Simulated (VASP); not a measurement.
Here is a VASP 6.6.1 calculation.

Contents of INCAR:

```
PREC = Accurate
ENCUT = 600
EDIFF = 1E-6
ISMEAR = -1
SIGMA = 0.05
LREAL = False
LASPH = True
NELM = 120
ALGO = Normal
ISIF = 2
LWAVE = False
LCHARG = False
GGA = PS
NBANDS = 18
GGA_COMPAT = False
```

The input KPOINTS:

```
Automatic mesh
0
Gamma
  9 9 9
```

Contents of POSCAR:

```
Cu
1.0
    1.2184640000     -3.9763780000      0.0000000000
    1.2184640000      3.9763780000      0.0000000000
    0.0000000000      0.0000000000      2.4754960000
Cu
2
Direct
    0.1338670000      0.8661330000      0.2500000000
    0.8661330000      0.1338670000      0.7500000000
```

Potentials or basis: VASP PAW PBE potentials, release 64 (Cu).

Run with:

```console
$ cat potpaw_PBE.64/Cu/POTCAR > POTCAR
$ mpirun -np 1 vasp_std > vasp.out
```

Q: Predict the band gap on the k mesh.

A: Zero (bands 11 and 12 overlap by 5.11 eV).

Q: What does it give for the pressure?

A: -0.7 GPa.

Stress tensor (GPa, compression positive):
```
-0.16  0.00  0.00
 0.00 -1.74  0.00
 0.00  0.00 -0.24
```

Caveat: the PAW data sets were made with another functional, which shifts forces and pressure a little.
